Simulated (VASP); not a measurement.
# OsCl4 (Cmmm) in VASP: single point with LDA

Aim: the single point of OsCl4 with LDA.

All numbers are computed with VASP 6.6.1; they aren't measurements. Logs are shortened: lines on timing, memory, paths and dates and some standing lists are left out, and cuts for length are marked.

## 1. The cell of the first run

It takes space group Cmmm (No. 65, orthorhombic). Conventional cell: a = 7.929 Å, b = 8.326 Å, c = 3.560 Å, α = 90.00°, β = 90.00°, γ = 90.00°. Os (site symmetry mmm) has 6 Cl at 2.26 to 2.38 Å within 3.0 Å. Cl (site symmetry m2m) has 2 Os at 2.38 Å and 5 Cl at 3.15 to 3.28 Å within 3.3 Å. Within 3.0 Å of Cl (site symmetry 2mm) lie 1 Os at 2.26 Å.

## 2. Single point, LDA, collinear spin

INCAR reads:

```
SYSTEM = OsCl4
PREC = Accurate
ENCUT = 520
EDIFF = 1E-6
ISMEAR = 0
SIGMA = 0.05
LREAL = .FALSE.
LASPH = .TRUE.
NELM = 150
ALGO = Normal
ISIF = 2
LWAVE = .FALSE.
LCHARG = .FALSE.
ISPIN = 2
MAGMOM = 4 0 0 0 0
LORBIT = 11
LMAXMIX = 4
NBANDS = 30
```

KPOINTS reads:

```
regular mesh
0
G
  4 4 5
  0 0 0
```

POSCAR reads:

```
OsCl4
1.0
    3.9645000000     -4.1630000000      0.0000000000
    3.9645000000      4.1630000000      0.0000000000
    0.0000000000      0.0000000000      3.5600000000
Os Cl
1 4
Direct
    0.0000000000      0.0000000000      0.0000000000
    0.8106000000      0.1894000000      0.5000000000
    0.1894000000      0.8106000000      0.5000000000
    0.2852000000      0.2852000000      0.0000000000
    0.7148000000      0.7148000000      0.0000000000
```

Potentials or basis: VASP PAW LDA potentials, release 64 (Os, Cl).

Command:

```
$ cat potpaw_LDA.64/Os/POTCAR potpaw_LDA.64/Cl/POTCAR > POTCAR
$ mpirun -np 1 vasp_std > vasp.out
```

OUTCAR:

```text
SYSTEM = OsCl4
   PREC = Accurate
   ENCUT = 520
   EDIFF = 1E-6
   ISMEAR = 0
   LREAL = .FALSE.
   LASPH = .TRUE.
   NELM = 150
   ISIF = 2
   ISPIN = 2
   LORBIT = 11

 ion  position               nearest neighbor table
   1  0.000  0.000  0.000-   4 2.26   5 2.26   2 2.38   3 2.38   2 2.38   3 2.38
   2  0.811  0.189  0.500-   1 2.38   1 2.38
   3  0.189  0.811  0.500-   1 2.38   1 2.38
   4  0.285  0.285  0.000-   1 2.26
   5  0.715  0.715  0.000-   1 2.26

  LATTYP: Found a base centered orthorhombic cell.
 ALAT       =     7.9290000000
 B/A-ratio  =     1.0500693656
 C/A-ratio  =     0.4489847396

  Lattice vectors:

 A1 = (   3.9645000000,  -4.1630000000,   0.0000000000)
 A2 = (   3.9645000000,   4.1630000000,   0.0000000000)
 A3 = (   0.0000000000,   0.0000000000,   3.5600000000)

Analysis of symmetry for initial positions (statically):
=====================================================================
 Subroutine PRICEL returns:
 Original cell was already a primitive cell.

 Routine SETGRP: Setting up the symmetry group for a
 base centered orthorhombic supercell.

 Subroutine GETGRP returns: Found  8 space group operations
 (whereof  8 operations were pure point group operations)
 out of a pool of  8 trial point group operations.

The static configuration has the point symmetry D_2h.

Analysis of symmetry for dynamics (positions and initial velocities):
=====================================================================
 Subroutine PRICEL returns:
 Original cell was already a primitive cell.

 Routine SETGRP: Setting up the symmetry group for a
 base centered orthorhombic supercell.

 Subroutine GETGRP returns: Found  8 space group operations
 (whereof  8 operations were pure point group operations)
 out of a pool of  8 trial point group operations.

The dynamic configuration has the point symmetry D_2h.

Analysis of structural, dynamic, and magnetic symmetry:
=====================================================================
 Subroutine PRICEL returns:
 Original cell was already a primitive cell.

 Routine SETGRP: Setting up the symmetry group for a
 base centered orthorhombic supercell.

 Subroutine GETGRP returns: Found  8 space group operations
 (whereof  8 operations were pure point group operations)
 out of a pool of  8 trial point group operations.

The overall configuration has the point symmetry D_2h.

 Subroutine INISYM returns: Found  8 space group operations
 (whereof  8 operations are pure point group operations),
 and found     1 'primitive' translations

----------------------------------------------------------------------------------------

                                     Primitive cell

  volume of cell :     117.5100

  direct lattice vectors                    reciprocal lattice vectors
     3.964500000 -4.163000000  0.000000000     0.126119309 -0.120105693  0.000000000
     3.964500000  4.163000000  0.000000000     0.126119309  0.120105693  0.000000000
     0.000000000  0.000000000  3.560000000     0.000000000  0.000000000  0.280898876

  length of vectors
     5.748724141  5.748724141  3.560000000     0.174159288  0.174159288  0.280898876

  position of ions in fractional coordinates (direct lattice)
     0.000000000  0.000000000  0.000000000
     0.810600000  0.189400000  0.500000000
     0.189400000  0.810600000  0.500000000
     0.285200000  0.285200000  0.000000000
     0.714800000  0.714800000  0.000000000

  ion indices of the primitive-cell ions
   primitive index   ion index
                 1           1
                 2           2
                 3           3
                 4           4
                 5           5

----------------------------------------------------------------------------------------

 KPOINTS: regular mesh

Automatic generation of k-mesh.
 Grid dimensions read from file:
 generate k-points for:    4    4    5

 Generating k-lattice:

  Cartesian coordinates                     Fractional coordinates (reciprocal lattice)
     0.031529827 -0.030026423  0.000000000     0.250000000 -0.000000000  0.000000000
     0.031529827  0.030026423  0.000000000    -0.000000000  0.250000000  0.000000000
     0.000000000  0.000000000  0.056179775     0.000000000  0.000000000  0.200000000

  Length of vectors
     0.043539822  0.043539822  0.056179775

  Shift w.r.t. Gamma in fractional coordinates (k-lattice)
     0.000000000  0.000000000  0.000000000

 Subroutine IBZKPT returns following result:
 ===========================================

 Found     21 irreducible k-points:

 Following reciprocal coordinates:
            Coordinates               Weight
  0.000000  0.000000  0.000000      1.000000
  0.250000 -0.000000  0.000000      4.000000
  0.500000 -0.000000  0.000000      2.000000
  0.250000  0.250000  0.000000      2.000000
  0.500000  0.250000  0.000000      4.000000
 -0.250000  0.250000  0.000000      2.000000
[... 13 lines left out ...]
 -0.250000  0.250000  0.400000      4.000000
  0.500000  0.500000  0.400000      2.000000
   k-points           NKPTS =     21   k-points in BZ     NKDIM =     21   number of bands    NBANDS=     30
   number of dos      NEDOS =    301   number of ions     NIONS =      5
   total plane-waves  NPLWV =  64512
   dimension x,y,z NGX =    48 NGY =   48 NGZ =   28
   dimension x,y,z NGXF=    96 NGYF=   96 NGZF=   56
   ions per type =               1   4
   NGX,Y,Z   is equivalent  to a cutoff of  13.88, 13.88, 13.08 a.u.
   NGXF,Y,Z  is equivalent  to a cutoff of  27.76, 27.76, 26.15 a.u.
 SYSTEM =  OsCl4
   PREC   = accura    normal or accurate (medium, high low for compatibility)
   ISTART =      0    job   : 0-new  1-cont  2-samecut
   ICHARG =      2    charge: 1-file 2-atom 10-const
   ISPIN  =      2    spin polarized calculation?
   LNONCOLLINEAR =      F non collinear calculations
   LSORBIT =      F    spin-orbit coupling
   LASPH  =      T    aspherical Exc in radial PAW
   ENCUT  =  520.0 eV  38.22 Ry    6.18 a.u.  10.69 10.69  6.62*2*pi/ulx,y,z
   NELM   =    150;   NELMIN=  2; NELMDL= -5     # of ELM steps
   EDIFF  = 0.1E-05   stopping-criterion for ELM
   LREAL  =      F    real-space projection
   EDIFFG = 0.1E-04   stopping-criterion for IOM
   NSW    =      0    number of steps for IOM
   IBRION =     -1    ionic relax: 0-MD 1-quasi-New 2-CG
   NFREE  =      0    steps in history (QN), initial steepest desc. (CG)
   ISIF   =      2    stress and relaxation
   ISYM   =      2    0-nonsym 1-usesym 2-fastsym
   POTIM  = 0.5000    time-step for ionic-motion
   TEBEG  =    0.0;   TEEND  =   0.0 temperature during run
   PSTRESS=    0.0 pullay stress
   NELECT =      36.0000    total number of electrons
   NUPDOWN=      -1.0000    fix difference up-down
   EMIN   =  10.00;   EMAX   =-10.00  energy-range for DOS
   EFERMI =   0.00;   METHOD = LEGACY
   ISMEAR =     0;   SIGMA  =   0.05  broadening in eV -4-tet -1-fermi 0-gaus
   EFERMI_NEDOS =   21; number of points for ismear=-14 and -15
   IALGO  =     38    algorithm
   IMIX   =      4    mixing-type and parameters
     AMIX     =   0.40;   BMIX     =  1.00
     AMIX_MAG =   1.60;   BMIX_MAG =  1.00
  volume/ion in A,a.u.               =      23.50       158.60
  Fermi-wavevector in a.u.,A,eV,Ry     =   1.103614  2.085529 16.571419  1.217965
  Thomas-Fermi vector in A             =   2.240075
   LORBIT       =     11    0 simple, 1 ext, 2 COOP (PROOUT), +10 PAW based schemes
   GGA     = CA    functional components
   LHFCALC =     F    Hartree Fock is set to
   AEXX    =    0.0000 exact exchange contribution
   IVDW    =     0    specifies the selected vdW correction
   LEPSILON=     F    determine dielectric tensor
   LRPA    =     F    only Hartree local field effects (RPA)
 spin polarized calculation
 Gauss-broadening in eV      SIGMA  =   0.05
  energy-cutoff  :      520.00
  volume of cell :      117.51
 maximum number of plane-waves:      3186
 NGX is ok and might be reduce to    48
   NGX = 21   NGY = 21   NGZ = 13

 number of electron      36.0000002 magnetization       1.9408539

 Free energy of the ion-electron system (eV)
  ---------------------------------------------------
  ext. energy  EPLUGINS =         0.00000000
  ---------------------------------------------------
  free energy    TOTEN  =       -23.42411256 eV

  energy without entropy =      -23.42209502  energy(sigma->0) =      -23.42310379

 E-fermi :   2.0147     XC(G=0):  -9.4697

 val. band max:        2.0049188315   @ k =   0.5000   0.5000   0.4000
 cond. band min:       2.0612711090   @ k =   0.5000   0.2500   0.4000
 fundamental gap:      0.0563522775
 Fermi energy:         2.0146598881

 spin component 1

 k-point     1 :       0.0000    0.0000    0.0000
  band No.  band energies     occupation
      1     -14.4122      1.00000
      2     -13.3016      1.00000
      3     -12.8839      1.00000
      4     -12.6038      1.00000
      5      -4.6261      1.00000
      6      -3.9771      1.00000
[... 682 lines left out ...]
     29      12.9413      0.00000
     30      13.1047      0.00000
 Fermi energy:         2.0146598881

 spin component 2

 k-point     1 :       0.0000    0.0000    0.0000
  band No.  band energies     occupation
      1     -14.3198      1.00000
      2     -13.2478      1.00000
      3     -12.6670      1.00000
      4     -12.3596      1.00000
      5      -4.4744      1.00000
      6      -3.7531      1.00000
[... 682 lines left out ...]
     29      13.0643      0.00000
     30      13.3284      0.00000

------------------------ aborting loop because EDIFF is reached ----------------------------------------

  FORCE on cell =-STRESS in cart. coord.  units (eV):
  Direction    XX          YY          ZZ          XY          YZ          ZX
  --------------------------------------------------------------------------------------
  -------------------------------------------------------------------------------------
  Total       -2.1119871     -2.4805627     -2.1106064      0.0000000      0.0000000      0.0000000
  in kB      -28.7956586    -33.8209630    -28.7768339      0.0000000      0.0000000      0.0000000
  external PRESSURE =     -30.4644852 kB  Pullay stress =       0.0000000 kB

 VOLUME and BASIS-vectors are now :
 -----------------------------------------------------------------------------
  energy-cutoff  :      520.00
  volume of cell :      117.51
      direct lattice vectors                 reciprocal lattice vectors
     3.964500000 -4.163000000  0.000000000     0.126119309 -0.120105693  0.000000000
     3.964500000  4.163000000  0.000000000     0.126119309  0.120105693  0.000000000
     0.000000000  0.000000000  3.560000000     0.000000000  0.000000000  0.280898876

 POSITION                                       TOTAL-FORCE (eV/Angst)
 -----------------------------------------------------------------------------------
      0.00000      0.00000      0.00000         0.000000      0.000000     -0.000000
      3.96450     -2.58606      1.78000         0.000000     -0.529049     -0.000000
      3.96450      2.58606      1.78000         0.000000      0.529049      0.000000
      2.26135      0.00000      0.00000        -0.273038      0.000000     -0.000000
      5.66765      0.00000      0.00000         0.273038      0.000000      0.000000
 -----------------------------------------------------------------------------------
    total drift:                               -0.000000     -0.000000     -0.000000

  FREE ENERGIE OF THE ION-ELECTRON SYSTEM (eV)
  ---------------------------------------------------
  free  energy   TOTEN  =       -23.4241125594 eV

  energy  without entropy=      -23.4220950153  energy(sigma->0) =      -23.42310379

 total charge

# of ion       s       p       d       tot
------------------------------------------
    1        0.550   0.653   6.092   7.294
    2        1.603   3.434   0.000   5.037
    3        1.603   3.434   0.000   5.037
    4        1.605   3.445   0.000   5.049
    5        1.605   3.445   0.000   5.049
--------------------------------------------------
tot          6.966  14.409   6.092  27.467

 magnetization (x)

# of ion       s       p       d       tot
------------------------------------------
    1        0.009   0.007   1.208   1.225
    2        0.001   0.036   0.000   0.037
    3        0.001   0.036   0.000   0.037
    4        0.003   0.201   0.000   0.204
    5        0.003   0.201   0.000   0.204
--------------------------------------------------
tot          0.017   0.482   1.208   1.707
```

Run time: 2.1 min. Hardware: 1 thread of Intel Xeon Platinum 8375C at 2.90GHz (Ice Lake), shared host; peak memory 0.26 GiB.

What came out:

* Free energy: -23.4241 eV
* Pressure: -3.0 GPa
* Largest force: 0.529 eV/Å
* Net moment: 1.94 μB per cell
* Site moments: Os +1.23; Cl +0.04, +0.20 (each value once) μB
* Valence electrons inside the program's atomic spheres: Os 7.29; Cl 5.04, 5.05 (each value once)

Forces in eV/Å, atoms in the order of the input:
```
Os   0.000  0.000  0.000
Cl   0.000 -0.529  0.000
Cl   0.000  0.529  0.000
Cl  -0.273  0.000  0.000
Cl   0.273  0.000  0.000
```

Caveat: the cell stands under tension; spin-orbit coupling is left out, which moves the levels of the heavy elements.
